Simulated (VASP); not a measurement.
# GaSb (zincblende type) (F-43m) in VASP: density of states with LDA

Aim: the density of states of GaSb (zincblende type) with LDA.

All numbers are computed with VASP 6.6.1; they aren't measurements. Logs are shortened: lines on timing, memory, paths and dates and some standing lists are left out, and cuts for length are marked.

## Step 1: The cell of the first run

It takes space group F-43m (No. 216, cubic). Conventional cell: a = 6.050 Å, b = 6.050 Å, c = 6.050 Å, α = 90.00°, β = 90.00°, γ = 90.00°. Within 3.5 Å of Ga (site symmetry -43m) lie 4 Sb at 2.62 Å. Within 3.5 Å of Sb (site symmetry -43m) lie 4 Ga at 2.62 Å.

## Step 2: Density of states, LDA

Contents of POSCAR:

```
GaSb
1.0
    0.0000000000      3.0249698700      3.0249698700
    3.0249698700      0.0000000000      3.0249698700
    3.0249698700      3.0249698700      0.0000000000
Ga Sb
1 1
Direct
    0.0000000000      0.0000000000      0.0000000000
    0.2500000000      0.2500000000      0.2500000000
```

Contents of INCAR.step1:

```
SYSTEM = GaSb
ALGO     = Normal         ! electronic algorithm
EDIFF    = 1E-6           ! SCF threshold, eV
ENCUT    = 520            ! plane-wave cutoff, eV
GGA      = CA             ! functional
ISIF     = 2              ! what is computed and relaxed
ISMEAR   = -1             ! smearing method
LASPH    = .True.         ! aspherical terms in the spheres
LCHARG   = .True.         ! write CHGCAR
LREAL    = .False.        ! projectors in reciprocal space
LWAVE    = .False.        ! write WAVECAR
NBANDS   = 16             ! bands
NELM     = 100            ! most SCF steps
PREC     = Accurate       ! precision mode
SIGMA    = 0.1            ! smearing width, eV
```

Contents of KPOINTS.step1:

```
k-points
0
Gamma
  11 11 11
  0 0 0
```

Contents of INCAR.step2:

```
SYSTEM = GaSb
ALGO     = Normal         ! electronic algorithm
EDIFF    = 1E-6           ! SCF threshold, eV
ENCUT    = 520            ! plane-wave cutoff, eV
GGA      = CA             ! functional
ICHARG   = 11             ! starting density
ISIF     = 2              ! what is computed and relaxed
ISMEAR   = -5             ! smearing method
LASPH    = .True.         ! aspherical terms in the spheres
LCHARG   = .False.        ! write CHGCAR
LORBIT   = 11             ! projections on sites
LREAL    = .False.        ! projectors in reciprocal space
LWAVE    = .False.        ! write WAVECAR
NBANDS   = 16             ! bands
NEDOS    = 1001           ! points of the DOS
NELM     = 100            ! most SCF steps
PREC     = Accurate       ! precision mode
SIGMA    = 0.1            ! smearing width, eV
```

Contents of KPOINTS.step2:

```
k-points
0
Gamma
  17 17 17
  0 0 0
```

Potentials or basis: VASP PAW LDA potentials, release 64 (Ga_d, Sb).

The run is started by

```sh
cat potpaw_LDA.64/Ga_d/POTCAR potpaw_LDA.64/Sb/POTCAR > POTCAR
cp INCAR.step1 INCAR
cp KPOINTS.step1 KPOINTS
mpirun -np 1 vasp_std > vasp.out
cp INCAR.step2 INCAR
cp KPOINTS.step2 KPOINTS
mpirun -np 1 vasp_std > vasp.out
```

OUTCAR:

```text
SYSTEM = GaSb
   EDIFF = 1E-6
   ENCUT = 520
   GGA = CA
   ICHARG = 11
   ISIF = 2
   ISMEAR = -5
   LASPH = .True.
   LORBIT = 11
   LREAL = .False.
   NELM = 100
   PREC = Accurate

 ion  position               nearest neighbor table
   1  0.000  0.000  0.000-   2 2.62   2 2.62   2 2.62   2 2.62
   2  0.250  0.250  0.250-   1 2.62   1 2.62   1 2.62   1 2.62

  LATTYP: Found a face centered cubic cell.
 ALAT       =     6.0499397400

  Lattice vectors:

 A1 = (   0.0000000000,   3.0249698700,   3.0249698700)
 A2 = (   3.0249698700,   0.0000000000,   3.0249698700)
 A3 = (   3.0249698700,   3.0249698700,   0.0000000000)

Analysis of symmetry for initial positions (statically):
=====================================================================
 Subroutine PRICEL returns:
 Original cell was already a primitive cell.

 Routine SETGRP: Setting up the symmetry group for a
 face centered cubic supercell.

 Subroutine GETGRP returns: Found 24 space group operations
 (whereof 24 operations were pure point group operations)
 out of a pool of 48 trial point group operations.

The static configuration has the point symmetry T_d .

Analysis of symmetry for dynamics (positions and initial velocities):
=====================================================================
 Subroutine PRICEL returns:
 Original cell was already a primitive cell.

 Routine SETGRP: Setting up the symmetry group for a
 face centered cubic supercell.

 Subroutine GETGRP returns: Found 24 space group operations
 (whereof 24 operations were pure point group operations)
 out of a pool of 48 trial point group operations.

The dynamic configuration has the point symmetry T_d .

 Subroutine INISYM returns: Found 24 space group operations
 (whereof 24 operations are pure point group operations),
 and found     1 'primitive' translations

----------------------------------------------------------------------------------------

                                     Primitive cell

  volume of cell :      55.3596

  direct lattice vectors                    reciprocal lattice vectors
     0.000000000  3.024969870  3.024969870    -0.165290903  0.165290903  0.165290903
     3.024969870  0.000000000  3.024969870     0.165290903 -0.165290903  0.165290903
     3.024969870  3.024969870  0.000000000     0.165290903  0.165290903 -0.165290903

  length of vectors
     4.277953416  4.277953416  4.277953416     0.286292241  0.286292241  0.286292241

  position of ions in fractional coordinates (direct lattice)
     0.000000000  0.000000000  0.000000000
     0.250000000  0.250000000  0.250000000

  ion indices of the primitive-cell ions
   primitive index   ion index
                 1           1
                 2           2

----------------------------------------------------------------------------------------

 KPOINTS: k-points

Automatic generation of k-mesh.
 Grid dimensions read from file:
 generate k-points for:   17   17   17

 Generating k-lattice:

  Cartesian coordinates                     Fractional coordinates (reciprocal lattice)
    -0.009722994  0.009722994  0.009722994     0.058823529  0.000000000  0.000000000
     0.009722994 -0.009722994  0.009722994     0.000000000  0.058823529  0.000000000
     0.009722994  0.009722994 -0.009722994     0.000000000  0.000000000  0.058823529

  Length of vectors
     0.016840720  0.016840720  0.016840720

  Shift w.r.t. Gamma in fractional coordinates (k-lattice)
     0.000000000  0.000000000  0.000000000

 TETIRR: Found    693 inequivalent tetrahedra from    29478

 Subroutine IBZKPT returns following result:
 ===========================================

 Found    165 irreducible k-points:

 Following reciprocal coordinates:
            Coordinates               Weight
  0.000000  0.000000  0.000000      1.000000
  0.058824  0.000000  0.000000      8.000000
  0.117647  0.000000  0.000000      8.000000
  0.176471  0.000000  0.000000      8.000000
  0.235294  0.000000  0.000000      8.000000
  0.294118  0.000000  0.000000      8.000000
[... 16 lines left out ...]
 -0.176471  0.058824  0.000000     24.000000
 -0.117647  0.058824  0.000000     24.000000
 [... further k-points ...]
   k-points           NKPTS =    165   k-points in BZ     NKDIM =    165   number of bands    NBANDS=     16
   number of dos      NEDOS =   1001   number of ions     NIONS =      2
   total plane-waves  NPLWV =  32768
   dimension x,y,z NGX =    32 NGY =   32 NGZ =   32
   dimension x,y,z NGXF=    64 NGYF=   64 NGZF=   64
   ions per type =               1   1
   NGX,Y,Z   is equivalent  to a cutoff of  12.44, 12.44, 12.44 a.u.
   NGXF,Y,Z  is equivalent  to a cutoff of  24.87, 24.87, 24.87 a.u.
 SYSTEM =  GaSb
   PREC   = accura    normal or accurate (medium, high low for compatibility)
   ISTART =      0    job   : 0-new  1-cont  2-samecut
   ICHARG =     11    charge: 1-file 2-atom 10-const
   ISPIN  =      1    spin polarized calculation?
   LNONCOLLINEAR =      F non collinear calculations
   LSORBIT =      F    spin-orbit coupling
   LASPH  =      T    aspherical Exc in radial PAW
   ENCUT  =  520.0 eV  38.22 Ry    6.18 a.u.   7.95  7.95  7.95*2*pi/ulx,y,z
   NELM   =    100;   NELMIN=  2; NELMDL=  0     # of ELM steps
   EDIFF  = 0.1E-05   stopping-criterion for ELM
   LREAL  =      F    real-space projection
   EDIFFG = 0.1E-04   stopping-criterion for IOM
   NSW    =      0    number of steps for IOM
   IBRION =     -1    ionic relax: 0-MD 1-quasi-New 2-CG
   NFREE  =      0    steps in history (QN), initial steepest desc. (CG)
   ISIF   =      2    stress and relaxation
   ISYM   =      2    0-nonsym 1-usesym 2-fastsym
   POTIM  = 0.5000    time-step for ionic-motion
   TEBEG  =    0.0;   TEEND  =   0.0 temperature during run
   PSTRESS=    0.0 pullay stress
   NELECT =      18.0000    total number of electrons
   NUPDOWN=      -1.0000    fix difference up-down
   EMIN   =  10.00;   EMAX   =-10.00  energy-range for DOS
   EFERMI =   0.00;   METHOD = LEGACY
   ISMEAR =    -5;   SIGMA  =   0.10  broadening in eV -4-tet -1-fermi 0-gaus
   EFERMI_NEDOS =   21; number of points for ismear=-14 and -15
   IALGO  =     38    algorithm
   IMIX   =      4    mixing-type and parameters
     AMIX     =   0.40;   BMIX     =  1.00
     AMIX_MAG =   1.60;   BMIX_MAG =  1.00
  volume/ion in A,a.u.               =      27.68       186.79
  Fermi-wavevector in a.u.,A,eV,Ry     =   1.125731  2.127323 17.242258  1.267270
  Thomas-Fermi vector in A             =   2.262409
   LORBIT       =     11    0 simple, 1 ext, 2 COOP (PROOUT), +10 PAW based schemes
   GGA     = CA    functional components
   LHFCALC =     F    Hartree Fock is set to
   AEXX    =    0.0000 exact exchange contribution
   IVDW    =     0    specifies the selected vdW correction
   LEPSILON=     F    determine dielectric tensor
   LRPA    =     F    only Hartree local field effects (RPA)
 non-spin polarized calculation
 Fermi weights with tetrahedron method with Bloechl corrections
  energy-cutoff  :      520.00
  volume of cell :       55.36
 maximum number of plane-waves:      1508

 number of electron      17.9999989 magnetization

 Free energy of the ion-electron system (eV)
  ---------------------------------------------------
  ext. energy  EPLUGINS =         0.00000000
  ---------------------------------------------------
  free energy    TOTEN  =        -8.67585394 eV

  energy without entropy =       -8.67585394  energy(sigma->0) =       -8.67585394

 E-fermi :   5.0458     XC(G=0):  -9.5421

 val. band max:        5.0285652130   @ k =   0.0000   0.0000   0.0000
 cond. band min:       5.1464458283   @ k =   0.0000   0.0000   0.0000
 fundamental gap:      0.1178806153
 Fermi energy:         5.0457664190

 k-point     1 :       0.0000    0.0000    0.0000
  band No.  band energies     occupation
      1     -10.1825      2.00000
      2     -10.1825      2.00000
      3     -10.1825      2.00000
      4     -10.1266      2.00000
      5     -10.1266      2.00000
      6      -6.7245      2.00000
[... 8 lines left out ...]
     15      13.6512      0.00000
     16      13.6512      0.00000

 k-point     2 :       0.0588    0.0000    0.0000
  band No.  band energies     occupation
      1     -10.1836      2.00000
      2     -10.1820      2.00000
      3     -10.1820      2.00000
      4     -10.1267      2.00000
      5     -10.1267      2.00000
      6      -6.6874      2.00000
[... 8 lines left out ...]
     15      13.2969      0.00000
     16      13.2969      0.00000

 k-point     3 :       0.1176    0.0000    0.0000
  band No.  band energies     occupation
      1     -10.1867      2.00000
      2     -10.1807      2.00000
      3     -10.1807      2.00000
      4     -10.1269      2.00000
      5     -10.1269      2.00000
      6      -6.5769      2.00000
[... 8 lines left out ...]
     15      12.8541      0.00000
     16      12.8541      0.00000

 k-point     4 :       0.1765    0.0000    0.0000
  band No.  band energies     occupation
      1     -10.1914      2.00000
      2     -10.1787      2.00000
      3     -10.1787      2.00000
      4     -10.1271      2.00000
      5     -10.1271      2.00000
      6      -6.3964      2.00000
[... 8 lines left out ...]
     15      12.5811      0.00000
     16      12.5811      0.00000
[... 324 lines left out ...]
 k-point    22 :      -0.2353    0.0588    0.0000
  band No.  band energies     occupation
      1     -10.1998      2.00000
      2     -10.1758      2.00000
      3     -10.1746      2.00000
      4     -10.1279      2.00000
      5     -10.1267      2.00000
      6      -6.0277      2.00000
[... 8 lines left out ...]
     15      12.2293      0.00000
     16      13.2459      0.00000

 k-point    23 :      -0.1765    0.0588    0.0000
  band No.  band energies     occupation
      1     -10.1943      2.00000
      2     -10.1781      2.00000
      3     -10.1767      2.00000
      4     -10.1277      2.00000
      5     -10.1266      2.00000
      6      -6.2896      2.00000
[... 8 lines left out ...]
     15      12.2268      0.00000
     16      12.9234      0.00000

 k-point    24 :      -0.1176    0.0588    0.0000
  band No.  band energies     occupation
      1     -10.1893      2.00000
      2     -10.1801      2.00000
      3     -10.1789      2.00000
      4     -10.1274      2.00000
      5     -10.1266      2.00000
      6      -6.4917      2.00000
[... 8 lines left out ...]
     15      12.3599      0.00000
     16      12.8466      0.00000

 [... further k-points ...]
[... 5 lines left out ...]
  --------------------------------------------------------------------------------------
  -------------------------------------------------------------------------------------
  Total        0.0550301      0.0550301      0.0550301      0.0000000      0.0000000      0.0000000
  in kB        1.5926414      1.5926414      1.5926414      0.0000000      0.0000000      0.0000000
  external PRESSURE =       1.5926414 kB  Pullay stress =       0.0000000 kB

 VOLUME and BASIS-vectors are now :
 -----------------------------------------------------------------------------
  energy-cutoff  :      520.00
  volume of cell :       55.36
      direct lattice vectors                 reciprocal lattice vectors
     0.000000000  3.024969870  3.024969870    -0.165290903  0.165290903  0.165290903
     3.024969870  0.000000000  3.024969870     0.165290903 -0.165290903  0.165290903
     3.024969870  3.024969870  0.000000000     0.165290903  0.165290903 -0.165290903

 POSITION                                       TOTAL-FORCE (eV/Angst)
 -----------------------------------------------------------------------------------
      0.00000      0.00000      0.00000         0.000000      0.000000     -0.000000
      1.51248      1.51248      1.51248        -0.000000     -0.000000      0.000000
 -----------------------------------------------------------------------------------
    total drift:                                0.000000      0.000000      0.000001

  FREE ENERGIE OF THE ION-ELECTRON SYSTEM (eV)
  ---------------------------------------------------
  free  energy   TOTEN  =        -8.6758539379 eV

  energy  without entropy=       -8.6758539379  energy(sigma->0) =       -8.67585394

 total charge

# of ion       s       p       d       tot
------------------------------------------
    1        0.921   0.799   9.966  11.686
    2        1.136   1.363   0.031   2.531
--------------------------------------------------
tot          2.057   2.162   9.998  14.217
```

Wall time 71 s (1 thread of Intel Xeon 6975P-C, shared host); peak memory 0.26 GiB.

What came out:

```yaml
Valence_electrons_inside_the_program's_atomic_spheres: Ga 11.69; Sb 2.53
```

Caveat: spin-orbit coupling is left out, which moves the levels of the heavy elements.
